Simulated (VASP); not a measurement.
# ZrB (R-3m) in VASP: a series of runs

ZrB is run at these levels: PBEsol; tasks: single point.

Everything below comes from runs of VASP 6.6.1. Logs are shortened: lines on timing, memory, paths and dates and some standing lists are left out, and cuts for length are marked.

### Step 1. The cell of the first run

It takes space group R-3m (No. 166, trigonal). The conventional cell has a = 3.471 Å, b = 3.471 Å, c = 7.227 Å, α = 90.00°, β = 90.00°, γ = 120.00°. Zr (site symmetry -3m) has 6 B at 2.34 Å and 6 Zr at 3.13 Å within 3.2 Å. Within 3.2 Å of B (site symmetry -3m) lie 6 Zr at 2.34 Å and 6 B at 3.13 Å.

### Step 2. Single point, PBEsol

File INCAR:

```
SYSTEM = ZrB
PREC = Accurate
ENCUT = 520
EDIFF = 1E-6
ISMEAR = 0
SIGMA = 0.15
LREAL = .False.
LASPH = .True.
NELM = 60
ALGO = Normal
ISIF = 2
LWAVE = .False.
LCHARG = .True.
GGA = PS
LELF = .True.
LVHAR = .True.
NBANDS = 14
```

File KPOINTS:

```
Automatic mesh
0
Gamma
  20 20 20
  0 0 0
```

File POSCAR:

```
ZrB
1.0
   -0.2454426221      2.2089835992      2.2089835992
    2.2089835992     -0.2454426221      2.2089835992
    2.2089835992      2.2089835992     -0.2454426221
Zr B
1 1
Direct
    0.0000000000      0.0000000000      0.0000000000
    0.5000000000      0.5000000000      0.5000000000
```

Potentials or basis: VASP PAW PBE potentials, release 64 (Zr_sv, B).

Launch:

```
> cat potpaw_PBE.64/Zr_sv/POTCAR potpaw_PBE.64/B/POTCAR > POTCAR
> mpirun -np 1 vasp_std > vasp.out
```

OUTCAR:

```text
SYSTEM = ZrB
   PREC = Accurate
   ENCUT = 520
   EDIFF = 1E-6
   ISMEAR = 0
   LREAL = .False.
   LASPH = .True.
   NELM = 60
   ISIF = 2
   GGA = PS

 ion  position               nearest neighbor table
   1  0.000  0.000  0.000-   2 2.34   2 2.34   2 2.34   2 2.34   2 2.34   2 2.34
   2  0.500  0.500  0.500-   1 2.34   1 2.34   1 2.34   1 2.34   1 2.34   1 2.34

  LATTYP: Found a trigonal (rhomboedric) cell.
 ALAT       =     3.1336016281
 COS(alpha) =     0.3865030675

  Lattice vectors:

 A1 = (  -0.2454426221,   2.2089835992,   2.2089835992)
 A2 = (   2.2089835992,  -0.2454426221,   2.2089835992)
 A3 = (   2.2089835992,   2.2089835992,  -0.2454426221)

Analysis of symmetry for initial positions (statically):
=====================================================================
 Subroutine PRICEL returns:
 Original cell was already a primitive cell.

 Routine SETGRP: Setting up the symmetry group for a
 trigonal (rhombohedral) supercell.

 Subroutine GETGRP returns: Found 12 space group operations
 (whereof 12 operations were pure point group operations)
 out of a pool of 12 trial point group operations.

The static configuration has the point symmetry D_3d.

Analysis of symmetry for dynamics (positions and initial velocities):
=====================================================================
 Subroutine PRICEL returns:
 Original cell was already a primitive cell.

 Routine SETGRP: Setting up the symmetry group for a
 trigonal (rhombohedral) supercell.

 Subroutine GETGRP returns: Found 12 space group operations
 (whereof 12 operations were pure point group operations)
 out of a pool of 12 trial point group operations.

The dynamic configuration has the point symmetry D_3d.

 Subroutine INISYM returns: Found 12 space group operations
 (whereof 12 operations are pure point group operations),
 and found     1 'primitive' translations

----------------------------------------------------------------------------------------

                                     Primitive cell

  volume of cell :      25.1362

  direct lattice vectors                    reciprocal lattice vectors
    -0.245442622  2.208983599  2.208983599    -0.191730446  0.215696752  0.215696752
     2.208983599 -0.245442622  2.208983599     0.215696752 -0.191730446  0.215696752
     2.208983599  2.208983599 -0.245442622     0.215696752  0.215696752 -0.191730446

  length of vectors
     3.133601628  3.133601628  3.133601628     0.360292578  0.360292578  0.360292578

  position of ions in fractional coordinates (direct lattice)
     0.000000000  0.000000000  0.000000000
     0.500000000  0.500000000  0.500000000

  ion indices of the primitive-cell ions
   primitive index   ion index
                 1           1
                 2           2

----------------------------------------------------------------------------------------

 KPOINTS: Automatic mesh

Automatic generation of k-mesh.
 Grid dimensions read from file:
 generate k-points for:   20   20   20

 Generating k-lattice:

  Cartesian coordinates                     Fractional coordinates (reciprocal lattice)
    -0.009586522  0.010784838  0.010784838     0.050000000  0.000000000 -0.000000000
     0.010784838 -0.009586522  0.010784838     0.000000000  0.050000000 -0.000000000
     0.010784838  0.010784838 -0.009586522     0.000000000  0.000000000  0.050000000

  Length of vectors
     0.018014629  0.018014629  0.018014629

  Shift w.r.t. Gamma in fractional coordinates (k-lattice)
     0.000000000  0.000000000  0.000000000

 Subroutine IBZKPT returns following result:
 ===========================================

 Found    781 irreducible k-points:

 Following reciprocal coordinates:
            Coordinates               Weight
  0.000000  0.000000  0.000000      1.000000
  0.050000  0.000000  0.000000      6.000000
  0.100000 -0.000000 -0.000000      6.000000
  0.150000  0.000000  0.000000      6.000000
  0.200000 -0.000000 -0.000000      6.000000
  0.250000  0.000000  0.000000      6.000000
[... 16 lines left out ...]
 -0.400000  0.050000  0.000000     12.000000
 -0.350000  0.050000  0.000000     12.000000
 [... further k-points ...]
   k-points           NKPTS =    781   k-points in BZ     NKDIM =    781   number of bands    NBANDS=     14
   number of dos      NEDOS =    301   number of ions     NIONS =      2
   total plane-waves  NPLWV =  13824
   dimension x,y,z NGX =    24 NGY =   24 NGZ =   24
   dimension x,y,z NGXF=    48 NGYF=   48 NGZF=   48
   ions per type =               1   1
   NGX,Y,Z   is equivalent  to a cutoff of  12.73, 12.73, 12.73 a.u.
   NGXF,Y,Z  is equivalent  to a cutoff of  25.47, 25.47, 25.47 a.u.
 SYSTEM =  ZrB
   PREC   = accura    normal or accurate (medium, high low for compatibility)
   ISTART =      0    job   : 0-new  1-cont  2-samecut
   ICHARG =      2    charge: 1-file 2-atom 10-const
   ISPIN  =      1    spin polarized calculation?
   LNONCOLLINEAR =      F non collinear calculations
   LSORBIT =      F    spin-orbit coupling
   LASPH  =      T    aspherical Exc in radial PAW
   ENCUT  =  520.0 eV  38.22 Ry    6.18 a.u.   5.83  5.83  5.83*2*pi/ulx,y,z
   NELM   =     60;   NELMIN=  2; NELMDL= -5     # of ELM steps
   EDIFF  = 0.1E-05   stopping-criterion for ELM
   LREAL  =      F    real-space projection
   EDIFFG = 0.1E-04   stopping-criterion for IOM
   NSW    =      0    number of steps for IOM
   IBRION =     -1    ionic relax: 0-MD 1-quasi-New 2-CG
   NFREE  =      0    steps in history (QN), initial steepest desc. (CG)
   ISIF   =      2    stress and relaxation
   ISYM   =      2    0-nonsym 1-usesym 2-fastsym
   POTIM  = 0.5000    time-step for ionic-motion
   TEBEG  =    0.0;   TEEND  =   0.0 temperature during run
   PSTRESS=    0.0 pullay stress
   NELECT =      15.0000    total number of electrons
   NUPDOWN=      -1.0000    fix difference up-down
   EMIN   =  10.00;   EMAX   =-10.00  energy-range for DOS
   EFERMI =   0.00;   METHOD = LEGACY
   ISMEAR =     0;   SIGMA  =   0.15  broadening in eV -4-tet -1-fermi 0-gaus
   EFERMI_NEDOS =   21; number of points for ismear=-14 and -15
   IALGO  =     38    algorithm
   IMIX   =      4    mixing-type and parameters
     AMIX     =   0.40;   BMIX     =  1.00
     AMIX_MAG =   1.60;   BMIX_MAG =  1.00
  volume/ion in A,a.u.               =      12.57        84.81
  Fermi-wavevector in a.u.,A,eV,Ry     =   1.378285  2.604581 25.846565  1.899669
  Thomas-Fermi vector in A             =   2.503360
   LORBIT       =      0    0 simple, 1 ext, 2 COOP (PROOUT), +10 PAW based schemes
   GGA     = PS    functional components
   LHFCALC =     F    Hartree Fock is set to
   AEXX    =    0.0000 exact exchange contribution
   IVDW    =     0    specifies the selected vdW correction
   LEPSILON=     F    determine dielectric tensor
   LRPA    =     F    only Hartree local field effects (RPA)
 non-spin polarized calculation
 Gauss-broadening in eV      SIGMA  =   0.15
  energy-cutoff  :      520.00
  volume of cell :       25.14
 maximum number of plane-waves:       705
   NGX = 11   NGY = 11   NGZ = 11

 number of electron      15.0000000 magnetization

 Free energy of the ion-electron system (eV)
  ---------------------------------------------------
  ext. energy  EPLUGINS =         0.00000000
  ---------------------------------------------------
  free energy    TOTEN  =       -16.49843242 eV

  energy without entropy =      -16.48464549  energy(sigma->0) =      -16.49153895

 E-fermi :   9.1857     XC(G=0): -12.3387

 val. band max:        9.1830077427   @ k =   0.2000   0.1500   0.1500
 cond. band min:       9.1863617946   @ k =  -0.1500   0.5000   0.0500
 fundamental gap:      0.0033540519
 Fermi energy:         9.1856594877

 k-point     1 :       0.0000    0.0000    0.0000
  band No.  band energies     occupation
      1     -37.7769      2.00000
      2     -15.5972      2.00000
      3     -15.5972      2.00000
      4     -15.3513      2.00000
      5       0.5800      2.00000
      6       9.9309      0.00000
      7       9.9309      0.00000
      8      12.4052      0.00000
      9      12.5528      0.00000
     10      12.5528      0.00000
     11      12.9219      0.00000
     12      12.9219      0.00000
     13      13.4601      0.00000
     14      20.6164      0.00000

 k-point     2 :       0.0500    0.0000    0.0000
  band No.  band energies     occupation
      1     -37.7742      2.00000
      2     -15.6170      2.00000
      3     -15.5972      2.00000
      4     -15.3595      2.00000
      5       0.6457      2.00000
      6       9.8180      0.00000
      7       9.9014      0.00000
      8      11.9463      0.00000
      9      12.1487      0.00000
     10      12.4603      0.00000
     11      12.8224      0.00000
     12      13.6791      0.00000
     13      14.0761      0.00000
     14      20.7337      0.00000

 k-point     3 :       0.1000   -0.0000   -0.0000
  band No.  band energies     occupation
      1     -37.7663      2.00000
      2     -15.6783      2.00000
      3     -15.5973      2.00000
      4     -15.3789      2.00000
      5       0.8385      2.00000
      6       9.4892      0.00421
      7       9.7513      0.00000
      8      11.4464      0.00000
      9      11.5865      0.00000
     10      12.3271      0.00000
     11      13.1246      0.00000
     12      14.6892      0.00000
     13      14.9666      0.00000
     14      21.0623      0.00000
[... 324 lines left out ...]
 k-point    23 :      -0.4000    0.0500    0.0000
  band No.  band energies     occupation
      1     -37.6717      2.00000
      2     -16.4465      2.00000
      3     -15.6158      2.00000
      4     -15.4870      2.00000
      5       3.9081      2.00000
      6       5.8917      2.00000
      7       7.4462      2.00000
      8       8.9877      1.93804
      9      13.1640      0.00000
     10      13.9601      0.00000
     11      15.8971      0.00000
     12      19.0670      0.00000
     13      20.4911      0.00000
     14      21.3995      0.00000

 k-point    24 :      -0.3500    0.0500    0.0000
  band No.  band energies     occupation
      1     -37.6833      2.00000
      2     -16.3532      2.00000
      3     -15.6183      2.00000
      4     -15.4770      2.00000
      5       3.3384      2.00000
      6       6.4574      2.00000
      7       7.6711      2.00000
      8       9.1228      1.44684
      9      12.8488      0.00000
     10      13.9025      0.00000
     11      15.1346      0.00000
     12      19.7608      0.00000
     13      19.8547      0.00000
     14      20.7214      0.00000

 [... further k-points ...]
[... 5 lines left out ...]
  --------------------------------------------------------------------------------------
  -------------------------------------------------------------------------------------
  Total        4.5260518      4.5260518      4.5260518      0.5944654      0.5944654      0.5944654
  in kB      288.4903105    288.4903105    288.4903105     37.8911953     37.8911953     37.8911953
  external PRESSURE =     288.4903105 kB  Pullay stress =       0.0000000 kB

 VOLUME and BASIS-vectors are now :
 -----------------------------------------------------------------------------
  energy-cutoff  :      520.00
  volume of cell :       25.14
      direct lattice vectors                 reciprocal lattice vectors
    -0.245442622  2.208983599  2.208983599    -0.191730446  0.215696752  0.215696752
     2.208983599 -0.245442622  2.208983599     0.215696752 -0.191730446  0.215696752
     2.208983599  2.208983599 -0.245442622     0.215696752  0.215696752 -0.191730446

 POSITION                                       TOTAL-FORCE (eV/Angst)
 -----------------------------------------------------------------------------------
      0.00000      0.00000      0.00000         0.000000     -0.000000      0.000000
      2.08626      2.08626      2.08626         0.000000      0.000000     -0.000000
 -----------------------------------------------------------------------------------
    total drift:                                0.000000     -0.000000     -0.000000

  FREE ENERGIE OF THE ION-ELECTRON SYSTEM (eV)
  ---------------------------------------------------
  free  energy   TOTEN  =       -16.4984324180 eV

  energy  without entropy=      -16.4846454863  energy(sigma->0) =      -16.49153895
```

Run time: 2 min. Hardware: 1 thread of AMD EPYC 9R45 (Zen 5), shared host; peak memory 0.35 GiB.

Results:

* Free energy: -16.4984 eV
* Pressure: 28.8 GPa
* Band gap on the k mesh: zero (an odd number of electrons rules out a gap without spin polarisation)

Levels at points of the mesh, in eV from the Fermi level:
| k point | band 6 | band 7 | band 8 | band 9 | band 10 | band 11 |
| --- | --- | --- | --- | --- | --- | --- |
| (0.00, 0.00, 0.00) | 0.75 | 0.75 | 3.22 | 3.37 | 3.37 | 3.74 |
| (0.50, 0.00, 0.00) | -4.11 | -1.98 | -0.24 | 4.17 | 4.82 | 8.07 |
| (0.50, 0.50, 0.00) | -1.36 | -0.65 | 1.70 | 3.09 | 4.89 | 6.06 |
| (0.50, 0.50, 0.50) | -2.94 | -2.58 | -2.58 | 6.38 | 6.38 | 7.26 |

Caveat: the cell stands under pressure; the PAW data sets were made with another functional, which shifts forces and pressure a little.

### Step 3. Single point, PBEsol

This run uses another cell than the first one, of the same volume but with other edges.

File INCAR:

```
SYSTEM = ZrB
ALGO = Normal
EDIFF = 1E-7
ENCUT = 520
GGA = PS
ISIF = 2
ISMEAR = 0
LASPH = .True.
LCHARG = .False.
LREAL = .False.
LWAVE = .False.
NBANDS = 14
NELM = 60
PREC = Accurate
SIGMA = 0.15
```

File KPOINTS:

```
k-points
0
Gamma
  20 20 20
  0 0 0
```

File POSCAR:

```
ZrB
1.0
    0.2917211690      2.4796299361      2.4796299361
    2.4796299361      0.2917211690      2.4796299361
    2.4796299361      2.4796299361      0.2917211690
Zr B
1 1
Direct
    0.0000000000      0.0000000000      0.0000000000
    0.5000000000      0.5000000000      0.5000000000
```

Potentials or basis: VASP PAW PBE potentials, release 64 (Zr_sv, B).

Launch:

```
> cat potpaw_PBE.64/Zr_sv/POTCAR potpaw_PBE.64/B/POTCAR > POTCAR
> mpirun -np 1 vasp_std > vasp.out
```

Wall time 3.3 min (1 thread of AMD EPYC 9R45 (Zen 5), shared host); peak memory 0.36 GiB.

Results (log left out):

| Quantity | Value |
| --- | --- |
| Free energy | -16.3897 eV |
| Pressure | 28.9 GPa |
| Band gap on the k mesh | zero (an odd number of electrons rules out a gap without spin polarisation) |

Stress tensor (GPa, compression positive):
```
28.90 -8.07 -8.07
-8.07 28.90 -8.07
-8.07 -8.07 28.90
```

Levels at points of the mesh, in eV from the Fermi level:
| k point | band 4 | band 5 | band 6 | band 7 | band 8 | band 9 | band 10 | band 11 | band 12 | band 13 |
| --- | --- | --- | --- | --- | --- | --- | --- | --- | --- | --- |
| (0.00, 0.00, 0.00) | -24.63 | -8.70 | 0.00 | 2.08 | 2.08 | 2.52 | 3.85 | 3.85 | 4.24 | 4.24 |
| (0.50, 0.00, 0.00) | -24.86 | -4.57 | -3.58 | -2.84 | -0.91 | 3.41 | 6.80 | 7.81 | 8.43 | 11.75 |
| (0.50, 0.50, 0.00) | -24.96 | -6.70 | -1.54 | -0.82 | 1.82 | 2.95 | 4.83 | 5.85 | 7.14 | 10.45 |
| (0.50, 0.50, 0.50) | -24.66 | -4.88 | -4.46 | -0.48 | -0.48 | 4.87 | 4.87 | 5.48 | 9.13 | 11.68 |

Caveat: the cell stands under pressure; the PAW data sets were made with another functional, which shifts forces and pressure a little.
